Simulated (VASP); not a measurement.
A run of VASP 6.6.1 is set up as follows.

Contents of INCAR:

```
PREC = Accurate
ENCUT = 520
EDIFF = 1E-7
ISMEAR = 0
SIGMA = 0.1
LREAL = False
LASPH = True
NELM = 150
ALGO = Normal
ISIF = 2
LWAVE = False
LCHARG = True
ISPIN = 2
MAGMOM = 0 0 0 0 0 0.3
LORBIT = 11
LMAXMIX = 4
GGA = PE
LELF = True
LVHAR = True
NBANDS = 23
```

Contents of KPOINTS:

```
regular mesh
0
Gamma
  12 12 8
```

POSCAR

```
MgMoH4
1.0
    3.1795292047      0.0000000000      0.0000000000
    0.0000000000      3.1795292047      0.0000000000
    0.0000000000      0.0000000000      4.5444110608
Mg H Mo
1 4 1
Direct
    0.5000000000      0.5000000000      0.5000000000
    0.5000000000      0.0000000000      0.2250372449
    0.0000000000      0.5000000000      0.7749627551
    0.5000000000      0.0000000000      0.7749627551
    0.0000000000      0.5000000000      0.2250372449
    0.0000000000      0.0000000000      0.0000000000
```

Potentials or basis: VASP PAW PBE potentials, release 64 (Mg, H, Mo_sv).

Command:

```bash
$ cat potpaw_PBE.64/Mg/POTCAR potpaw_PBE.64/H/POTCAR potpaw_PBE.64/Mo_sv/POTCAR > POTCAR
$ mpirun -np 1 vasp_std > vasp.out
```

Question: Estimate the net moment.

Answer: 0.00 μB per cell.

Question: Estimate the band gap on the k mesh.

Answer: Zero (filled and empty bands overlap).

Question: Predict the pressure.

Answer: -0.2 GPa.

Question: Estimate the largest force.

Answer: 0.010 eV/Å.

Stress tensor (GPa, compression positive):
```
-0.19  0.00  0.00
 0.00 -0.19  0.00
 0.00  0.00 -0.28
```
